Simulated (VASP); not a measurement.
Wanted: the native input for a VASP 6.6.1 run.

```
Task                   : single point
Functional             : r2SCAN
Potentials or basis    : VASP PAW PBE potentials, release 64 (Sn_d, Co)
Cutoff                 : 520 eV
k mesh                 : 10 × 10 × 10
Occupations            : gaussian, width 0.1 eV
Spin                   : no spin polarisation
Dipole correction      : no
Further INCAR settings : ALGO = Normal; EDIFF = 1e-06; NBANDS = 34
```

The system is CoSn3.

```xyz
4
Lattice="0.0000 3.4793 3.4793 3.4793 0.0000 3.4793 3.4793 3.4793 0.0000" Properties=species:S:1:pos:R:3 pbc="T T T"
Sn    1.7397    1.7397    1.7397
Sn    5.2190    5.2190    5.2190
Sn    3.4793    3.4793    3.4793
Co    0.0000    0.0000    0.0000
```

The input as run:

POSCAR

```
CoSn3
1.0
    0.0000000000      3.4793051165      3.4793051165
    3.4793051165      0.0000000000      3.4793051165
    3.4793051165      3.4793051165      0.0000000000
Sn Co
3 1
Direct
    0.2500000000      0.2500000000      0.2500000000
    0.7500000000      0.7500000000      0.7500000000
    0.5000000000      0.5000000000      0.5000000000
    0.0000000000      0.0000000000      0.0000000000
```

INCAR.step1

```
  ALGO = Normal
  EDIFF = 1E-4
  ENCUT = 520
  GGA = PE
  ISMEAR = 0
  LASPH = T
  LCHARG = F
  LREAL = F
  LWAVE = T
  NBANDS = 34
  NELM = 80
  PREC = Accurate
  SIGMA = 0.1
```

INCAR.step2

```
  ALGO = Normal
  EDIFF = 1E-6
  ENCUT = 520
  ISIF = 2
  ISMEAR = 0
  ISTART = 1
  LASPH = T
  LCHARG = F
  LMIXTAU = T
  LREAL = F
  LWAVE = F
  METAGGA = R2SCAN
  NBANDS = 34
  NELM = 80
  PREC = Accurate
  SIGMA = 0.1
```

KPOINTS

```
k-points
0
Gamma
  10 10 10
```

Potentials or basis: VASP PAW PBE potentials, release 64 (Sn_d, Co).

The run is started by

```bash
$ cat potpaw_PBE.64/Sn_d/POTCAR potpaw_PBE.64/Co/POTCAR > POTCAR
$ cp INCAR.step1 INCAR
$ mpirun -np 1 vasp_std > vasp.out
$ cp INCAR.step2 INCAR
$ mpirun -np 1 vasp_std > vasp.out
```

It gave:

| Property | Result |
| --- | --- |
| Pressure | 1.0 GPa |
| Band gap on the k mesh | zero (an odd number of electrons rules out a gap without spin polarisation) |

Caveat: the PAW data sets were made with another functional, which shifts forces and pressure a little; spin-orbit coupling is left out, which moves the levels of the heavy elements; the run has no spin polarisation, though such a crystal can be magnetic.

It took 4.3 min on 1 thread of Intel(R) Xeon(R) 6975P-C (Granite Rapids) (shared host), peak memory 0.32 GiB.
